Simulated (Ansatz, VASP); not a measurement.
**MgAlC2N2 in VASP and in Ansatz**

```xyz
6
Lattice="3.5119 0.0000 0.0000 0.9095 3.9071 0.0000 1.4461 1.2780 7.2094" Properties=species:S:1:pos:R:3 pbc="T T T"
Mg    0.0000    0.0000    0.0000
Al    2.4790    0.6390    3.6047
C     1.5174    2.6414    1.3960
C     4.3502    2.5436    5.8133
N     1.8765    1.8935    2.2210
N     3.9910    3.2916    4.9884
```

Alike in both runs: task relaxation of cell and atoms; functional PBE; k mesh 6 × 4 × 4; occupations gaussian, width 0.1 eV; no spin polarisation.

```csv
,VASP,Ansatz
version,VASP 6.6.1,Ansatz 0.2.0
potentials or method,"VASP PAW PBE potentials, release 64 (Mg, Al, C, N), cutoff 600 eV","scalar-relativistic, plane waves, PAW"
valence electrons in the cell,23,31
```

VASP gave:

```
gap on the k mesh at the Fermi level, each at its own relaxed structure (eV)  : none
relaxed volume (Å³/atom)                                                      : 10.41
relaxed length of the cell vector where the two differ most in proportion (Å) : 3.049
```

Problem. Estimate Ansatz's values.

Solution. gap on the k mesh at the Fermi level, each at its own relaxed structure (eV): none; relaxed volume (Å³/atom): 10.45; relaxed length of the cell vector where the two differ most in proportion (Å): 3.057.

A gap of «none» marks a metal or a gap that the smearing closes. VASP's potentials hold 23 valence electrons a cell and Ansatz's 31, so a difference there can come from the potentials and not from the codes.

The k mesh is coarse, so the values compare programs but aren't converged. Noted on VASP's run: the standard files for N, O and F lose accuracy on very short bonds; the volume moved by over 15 % at a fixed basis, so the end points are rough.
